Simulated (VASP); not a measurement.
# RbBr (rocksalt type) (Fm-3m) in VASP: further runs, part 2 of 3

VASP 6.6.1.

## (3) Electric field gradients, PBE (volume scaled by 0.975)

INCAR reads:

```
PREC = Accurate ; ENCUT = 520
EDIFF = 1E-8 ; ISMEAR = -1
SIGMA = 0.05 ; LREAL = F
LASPH = T ; NELM = 60
ALGO = Normal ; ISIF = 2
LWAVE = F ; LCHARG = F
GGA = PE ; LEFG = T
NBANDS = 15
```

KPOINTS reads:

```
Automatic mesh
0
Gamma
  9 9 9
```

POSCAR reads:

```
RbBr
1.0
    0.0000000000      3.4781275030      3.4781275030
    3.4781275030      0.0000000000      3.4781275030
    3.4781275030      3.4781275030      0.0000000000
Rb Br
1 1
Direct
    0.0000000000      0.0000000000      0.0000000000
    0.5000000000      0.5000000000      0.5000000000
```

Potentials or basis: VASP PAW PBE potentials, release 64 (Rb_sv, Br).

Started as:

```console
cat potpaw_PBE.64/Rb_sv/POTCAR potpaw_PBE.64/Br/POTCAR > POTCAR
mpirun -np 1 vasp_std > vasp.out
```

OUTCAR:

```text
PREC = Accurate
   ENCUT = 520
   EDIFF = 1E-8
   ISMEAR = -1
   LREAL = F
   LASPH = T
   NELM = 60
   ISIF = 2
   GGA = PE

 ion  position               nearest neighbor table
   1  0.000  0.000  0.000-   2 3.48   2 3.48   2 3.48   2 3.48   2 3.48   2 3.48
   2  0.500  0.500  0.500-   1 3.48   1 3.48   1 3.48   1 3.48   1 3.48   1 3.48

  LATTYP: Found a face centered cubic cell.
 ALAT       =     6.9562550060

  Lattice vectors:

 A1 = (   0.0000000000,   3.4781275030,   3.4781275030)
 A2 = (   3.4781275030,   0.0000000000,   3.4781275030)
 A3 = (   3.4781275030,   3.4781275030,   0.0000000000)

Analysis of symmetry for initial positions (statically):
=====================================================================
 Subroutine PRICEL returns:
 Original cell was already a primitive cell.

 Routine SETGRP: Setting up the symmetry group for a
 face centered cubic supercell.

 Subroutine GETGRP returns: Found 48 space group operations
 (whereof 48 operations were pure point group operations)
 out of a pool of 48 trial point group operations.

The static configuration has the point symmetry O_h .

Analysis of symmetry for dynamics (positions and initial velocities):
=====================================================================
 Subroutine PRICEL returns:
 Original cell was already a primitive cell.

 Routine SETGRP: Setting up the symmetry group for a
 face centered cubic supercell.

 Subroutine GETGRP returns: Found 48 space group operations
 (whereof 48 operations were pure point group operations)
 out of a pool of 48 trial point group operations.

The dynamic configuration has the point symmetry O_h .

 Subroutine INISYM returns: Found 48 space group operations
 (whereof 48 operations are pure point group operations),
 and found     1 'primitive' translations

----------------------------------------------------------------------------------------

                                     Primitive cell

  volume of cell :      84.1524

  direct lattice vectors                    reciprocal lattice vectors
     0.000000000  3.478127503  3.478127503    -0.143755512  0.143755512  0.143755512
     3.478127503  0.000000000  3.478127503     0.143755512 -0.143755512  0.143755512
     3.478127503  3.478127503  0.000000000     0.143755512  0.143755512 -0.143755512

  length of vectors
     4.918815086  4.918815086  4.918815086     0.248991851  0.248991851  0.248991851

  position of ions in fractional coordinates (direct lattice)
     0.000000000  0.000000000  0.000000000
     0.500000000  0.500000000  0.500000000

  ion indices of the primitive-cell ions
   primitive index   ion index
                 1           1
                 2           2

----------------------------------------------------------------------------------------

 KPOINTS: Automatic mesh

Automatic generation of k-mesh.
 Grid dimensions read from file:
 generate k-points for:    9    9    9

 Generating k-lattice:

  Cartesian coordinates                     Fractional coordinates (reciprocal lattice)
    -0.015972835  0.015972835  0.015972835     0.111111111  0.000000000  0.000000000
     0.015972835 -0.015972835  0.015972835     0.000000000  0.111111111  0.000000000
[... 71 lines left out ...]
   EMIN   =  10.00;   EMAX   =-10.00  energy-range for DOS
[... 5 lines left out ...]
     AMIX     =   0.40;   BMIX     =  1.00
     AMIX_MAG =   1.60;   BMIX_MAG =  1.00
  volume/ion in A,a.u.               =      42.08       283.94
  Fermi-wavevector in a.u.,A,eV,Ry     =   0.941368  1.778927 12.057120  0.886173
  Thomas-Fermi vector in A             =   2.068872
   LORBIT       =      0    0 simple, 1 ext, 2 COOP (PROOUT), +10 PAW based schemes
   GGA     = PE    functional components
   LHFCALC =     F    Hartree Fock is set to
   AEXX    =    0.0000 exact exchange contribution
   IVDW    =     0    specifies the selected vdW correction
   LEPSILON=     F    determine dielectric tensor
   LRPA    =     F    only Hartree local field effects (RPA)
 non-spin polarized calculation
  energy-cutoff  :      520.00
  volume of cell :       84.15
 maximum number of plane-waves:      2285
 NGX is ok and might be reduce to    40
   NGX = 19   NGY = 19   NGZ = 19

 number of electron      15.9999998 magnetization

 Free energy of the ion-electron system (eV)
  ---------------------------------------------------
  ext. energy  EPLUGINS =         0.00000000
  ---------------------------------------------------
  free energy    TOTEN  =        -6.11291664 eV

  energy without entropy =       -6.11291664  energy(sigma->0) =       -6.11291664

 E-fermi :  -0.8616     XC(G=0):  -7.0593

 val. band max:       -1.9150270744   @ k =   0.0000   0.0000   0.0000
 cond. band min:       2.3371656542   @ k =   0.0000   0.0000   0.0000
 fundamental gap:      4.2521927286
 Fermi energy:        -0.8615600828

 k-point     1 :       0.0000    0.0000    0.0000
  band No.  band energies     occupation
      1     -26.4244      2.00000
      2     -14.0535      2.00000
      3     -10.4975      2.00000
      4     -10.4975      2.00000
      5     -10.4975      2.00000
      6      -1.9150      2.00000
      7      -1.9150      2.00000
      8      -1.9150      2.00000
      9       2.3372      0.00000
     10       5.3493      0.00000
     11       5.3493      0.00000
     12       5.3493      0.00000
     13       6.2072      0.00000
     14       6.2072      0.00000
[... 401 lines left out ...]
      2     -14.0097      2.00000
      3     -10.6365      2.00000
      4     -10.5560      2.00000
      5     -10.5560      2.00000
      6      -2.3980      2.00000
      7      -2.0684      2.00000
      8      -2.0684      2.00000
      9       3.7681      0.00000
     10       4.9357      0.00000
     11       7.0928      0.00000
     12       7.1615      0.00000
     13       7.5557      0.00000
     14       8.6327      0.00000
     15       8.6327      0.00000

 [... further k-points ...]
[... 5 lines left out ...]
  --------------------------------------------------------------------------------------
  -------------------------------------------------------------------------------------
  Total        0.1879202      0.1879202      0.1879202      0.0000000      0.0000000      0.0000000
  in kB        3.5778120      3.5778120      3.5778120      0.0000000      0.0000000      0.0000000
  external PRESSURE =       3.5778120 kB  Pullay stress =       0.0000000 kB

 VOLUME and BASIS-vectors are now :
 -----------------------------------------------------------------------------
  energy-cutoff  :      520.00
  volume of cell :       84.15
      direct lattice vectors                 reciprocal lattice vectors
     0.000000000  3.478127503  3.478127503    -0.143755512  0.143755512  0.143755512
     3.478127503  0.000000000  3.478127503     0.143755512 -0.143755512  0.143755512
     3.478127503  3.478127503  0.000000000     0.143755512  0.143755512 -0.143755512

 POSITION                                       TOTAL-FORCE (eV/Angst)
 -----------------------------------------------------------------------------------
      0.00000      0.00000      0.00000         0.000000     -0.000000      0.000000
      3.47813      3.47813      3.47813        -0.000000      0.000000     -0.000000
 -----------------------------------------------------------------------------------
    total drift:                                0.000000     -0.000000     -0.000000

  FREE ENERGIE OF THE ION-ELECTRON SYSTEM (eV)
  ---------------------------------------------------
  free  energy   TOTEN  =        -6.1129166430 eV

  energy  without entropy=       -6.1129166429  energy(sigma->0) =       -6.11291664

 Electric field gradients (V/A^2)
---------------------------------------------------------------------
 ion       V_xx      V_yy      V_zz      V_xy      V_xz      V_yz
---------------------------------------------------------------------
   1      -0.000    -0.000     0.000     0.000     0.000     0.000
   2      -0.000     0.000    -0.000    -0.001    -0.001    -0.001
---------------------------------------------------------------------

 Electric field gradients after diagonalization (V/A^2)
 (convention: |V_zz| > |V_xx| > |V_yy|)
----------------------------------------------------------------------
 ion       V_xx      V_yy      V_zz     asymmetry (V_yy - V_xx)/ V_zz
----------------------------------------------------------------------
   1      -0.000    -0.000     0.000       0.000
   2       0.001     0.001    -0.001       0.000
----------------------------------------------------------------------

           NMR quadrupolar parameters

 Cq : quadrupolar parameter    Cq=e*Q*V_zz/h
 eta: asymmetry parameters     (V_yy - V_xx)/ V_zz
 Q  : nuclear electric quadrupole moment in mb (millibarn)
----------------------------------------------------------------------
 ion       Cq(MHz)       eta       Q (mb)
----------------------------------------------------------------------
   1       0.000       0.000       1.000
   2      -0.000       0.000       1.000
----------------------------------------------------------------------
```

OSZICAR:

```text
N       E                     dE             d eps       ncg     rms          rms(c)
DAV:   1     0.860715558740E+02    0.86072E+02   -0.64874E+03  1050   0.900E+02
DAV:   2     0.160855331390E+00   -0.85911E+02   -0.78277E+02  1407   0.163E+02
DAV:   3    -0.613179992602E+01   -0.62927E+01   -0.62610E+01  1393   0.457E+01
DAV:   4    -0.634142942854E+01   -0.20963E+00   -0.20960E+00  1567   0.751E+00
DAV:   5    -0.634328525212E+01   -0.18558E-02   -0.18557E-02  1436   0.673E-01    0.271E+00
DAV:   6    -0.611780899752E+01    0.22548E+00   -0.27198E-01  1337   0.236E+00    0.177E+00
DAV:   7    -0.609968697579E+01    0.18122E-01   -0.12658E-01  1421   0.171E+00    0.922E-01
DAV:   8    -0.611206563264E+01   -0.12379E-01   -0.15261E-02  1151   0.705E-01    0.114E-01
DAV:   9    -0.611245524944E+01   -0.38962E-03   -0.66598E-04  1407   0.133E-01    0.713E-02
DAV:  10    -0.611290873090E+01   -0.45348E-03   -0.59660E-04  1127   0.133E-01    0.288E-02
DAV:  11    -0.611290988587E+01   -0.11550E-05   -0.34802E-05  1464   0.301E-02    0.824E-03
DAV:  12    -0.611291629038E+01   -0.64045E-05   -0.98389E-06  1155   0.184E-02    0.142E-03
DAV:  13    -0.611291659095E+01   -0.30058E-06   -0.43752E-07  1475   0.362E-03    0.264E-03
DAV:  14    -0.611291664264E+01   -0.51686E-07   -0.21657E-07  1162   0.254E-03    0.644E-04
DAV:  15    -0.611291664302E+01   -0.37608E-09   -0.75380E-09  1162   0.560E-04
   1 F= -.61129166E+01 E0= -.61129166E+01  d E =-.119188E-09
```

stdout:

```text
POSCAR found type information on POSCAR RbBr
 POSCAR found :  2 types and       2 ions
 scaLAPACK will be used
 LDA part: xc-table for (Slater+PW92), standard interpolation
 POSCAR, INCAR and KPOINTS ok, starting setup
 FFT: planning ... GRIDC
 FFT: planning ... GRID_SOFT
 FFT: planning ... GRID
 WAVECAR not read
 entering main loop
ion   1

ion   2
```

Wall time 58 s (1 thread of Intel Xeon Platinum 8259CL at 2.50GHz (Skylake/Cascade Lake), shared host); peak memory 0.25 GiB.

What came out:

```yaml
Free_energy: -6.1129 eV
Pressure: 0.4 GPa
Band_gap_on_the_k_mesh: 4.25 eV, direct
```

Levels at points of the mesh, in eV from the valence-band top:
| k point | band 6 | band 7 | band 8 | band 9 | band 10 | band 11 |
| --- | --- | --- | --- | --- | --- | --- |
| (0.00, 0.00, 0.00) | 0.00 | 0.00 | 0.00 | 4.25 | 7.26 | 7.26 |

Caveat: the cell differs from its parent crystal (volume scaled by 0.975); without QUAD_EFG the Cq values of the log hold for a quadrupole moment of 1 mb, not for the nuclei. A k mesh can miss the band edges.

## (4) Electric field gradients, PBE

This run uses another cell than the first one, of 43.16 Å³/atom, 1.053 times its volume.

INCAR reads:

```
PREC     = Accurate       # precision mode
ENCUT    = 520            # plane-wave cutoff, eV
EDIFF    = 1E-8           # SCF threshold, eV
ISMEAR   = -1             # smearing method
SIGMA    = 0.05           # smearing width, eV
LREAL    = False          # projectors in reciprocal space
LASPH    = True           # aspherical terms in the spheres
NELM     = 60             # most SCF steps
ALGO     = Normal         # electronic algorithm
ISIF     = 2              # what is computed and relaxed
LWAVE    = False          # write WAVECAR
LCHARG   = False          # write CHGCAR
GGA      = PE             # functional
LEFG     = True         
NBANDS   = 15             # bands
```

KPOINTS reads:

```
regular mesh
0
Gamma
  9 9 9
```

POSCAR reads:

```
RbBr
1.0
    0.0000000000      3.5076045653      3.5076045653
    3.5076045653      0.0000000000      3.5076045653
    3.5076045653      3.5076045653      0.0000000000
Rb Br
1 1
Direct
    0.0000000000      0.0000000000      0.0000000000
    0.5000000000      0.5000000000      0.5000000000
```

Potentials or basis: VASP PAW PBE potentials, release 64 (Rb_sv, Br).

Started as:

```console
cat potpaw_PBE.64/Rb_sv/POTCAR potpaw_PBE.64/Br/POTCAR > POTCAR
mpirun -np 1 vasp_std > vasp.out
```

OUTCAR:

```text
PREC = Accurate
   ENCUT = 520
   EDIFF = 1E-8
   ISMEAR = -1
   LREAL = False
   LASPH = True
   NELM = 60
   ISIF = 2
   GGA = PE

 ion  position               nearest neighbor table
   1  0.000  0.000  0.000-   2 3.51   2 3.51   2 3.51   2 3.51   2 3.51   2 3.51
   2  0.500  0.500  0.500-   1 3.51   1 3.51   1 3.51   1 3.51   1 3.51   1 3.51

  LATTYP: Found a face centered cubic cell.
 ALAT       =     7.0152091306

  Lattice vectors:

 A1 = (   0.0000000000,   3.5076045653,   3.5076045653)
 A2 = (   3.5076045653,   0.0000000000,   3.5076045653)
 A3 = (   3.5076045653,   3.5076045653,   0.0000000000)

Analysis of symmetry for initial positions (statically):
[... 642 lines left out ...]
  free  energy   TOTEN  =        -6.1155400432 eV

  energy  without entropy=       -6.1155400431  energy(sigma->0) =       -6.11554004

 Electric field gradients (V/A^2)
---------------------------------------------------------------------
 ion       V_xx      V_yy      V_zz      V_xy      V_xz      V_yz
---------------------------------------------------------------------
   1       0.000     0.000    -0.000     0.000     0.000     0.000
   2       0.000     0.000     0.000    -0.000    -0.000    -0.000
---------------------------------------------------------------------

 Electric field gradients after diagonalization (V/A^2)
 (convention: |V_zz| > |V_xx| > |V_yy|)
----------------------------------------------------------------------
 ion       V_xx      V_yy      V_zz     asymmetry (V_yy - V_xx)/ V_zz
----------------------------------------------------------------------
   1      -0.000    -0.000     0.000       0.000
   2       0.000     0.000    -0.001       0.000
----------------------------------------------------------------------

           NMR quadrupolar parameters

 Cq : quadrupolar parameter    Cq=e*Q*V_zz/h
 eta: asymmetry parameters     (V_yy - V_xx)/ V_zz
 Q  : nuclear electric quadrupole moment in mb (millibarn)
----------------------------------------------------------------------
 ion       Cq(MHz)       eta       Q (mb)
----------------------------------------------------------------------
   1       0.000       0.000       1.000
   2      -0.000       0.000       1.000
----------------------------------------------------------------------
```

stdout:

```text
POSCAR found type information on POSCAR RbBr
 POSCAR found :  2 types and       2 ions
 scaLAPACK will be used
 LDA part: xc-table for (Slater+PW92), standard interpolation
 POSCAR, INCAR and KPOINTS ok, starting setup
 FFT: planning ... GRIDC
 FFT: planning ... GRID_SOFT
 FFT: planning ... GRID
 WAVECAR not read
 entering main loop
ion   1

ion   2
```

It took 56 s on 1 thread of Intel Xeon Platinum 8259CL at 2.50GHz (Skylake/Cascade Lake), shared host; peak memory 0.26 GiB.

Results:

```yaml
Free_energy: -6.1155 eV
Pressure: 0.0 GPa
Band_gap_on_the_k_mesh: 4.19 eV, direct
```

Caveat: without QUAD_EFG the Cq values of the log hold for a quadrupole moment of 1 mb, not for the nuclei.

(Part 2 of 3 ends here.)
